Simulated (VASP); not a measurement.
A run of VASP 6.6.1:

The input POSCAR:

```
ZnGe3
1.0
    4.2223630000      0.0000000000      0.0000000000
    0.0000000000      4.2223630000      0.0000000000
    0.0000000000      0.0000000000      4.2223630000
Ge Zn
3 1
Direct
    0.5000000000      0.5000000000      0.0236834209
    0.5000000000      0.0000000000      0.5000000000
    0.0000000000      0.5000000000      0.5000000000
    0.0000000000      0.0000000000      0.0000000000
```

File INCAR.step1:

```
  ALGO = Normal
  EDIFF = 1E-4
  ENCUT = 520
  GGA = PE
  ISMEAR = 0
  LASPH = T
  LCHARG = F
  LREAL = F
  LWAVE = T
  NBANDS = 35
  NELM = 60
  PREC = Accurate
  SIGMA = 0.02
```

INCAR.step2

```
  ALGO = Normal
  EDIFF = 1E-6
  ENCUT = 520
  ISIF = 2
  ISMEAR = 0
  ISTART = 1
  LASPH = T
  LCHARG = T
  LELF = T
  LMIXTAU = T
  LREAL = F
  LVHAR = T
  LWAVE = F
  METAGGA = R2SCAN
  NBANDS = 35
  NELM = 60
  PREC = Accurate
  SIGMA = 0.02
```

Contents of KPOINTS:

```
k-points
0
Gamma
  8 8 8
```

Potentials or basis: VASP PAW PBE potentials, release 64 (Ge_d, Zn).

Command:

```bash
$ cat potpaw_PBE.64/Ge_d/POTCAR potpaw_PBE.64/Zn/POTCAR > POTCAR
$ cp INCAR.step1 INCAR
$ mpirun -np 1 vasp_std > vasp.out
$ cp INCAR.step2 INCAR
$ mpirun -np 1 vasp_std > vasp.out
```

Hardware: 1 thread of Intel Xeon 8259CL, with other jobs on the host.

Estimate the wall time of this run.

Wall time 8.5 min on 1 thread of Intel Xeon 8259CL (shared host), peak memory 0.3 GiB. Counts: k points 75.
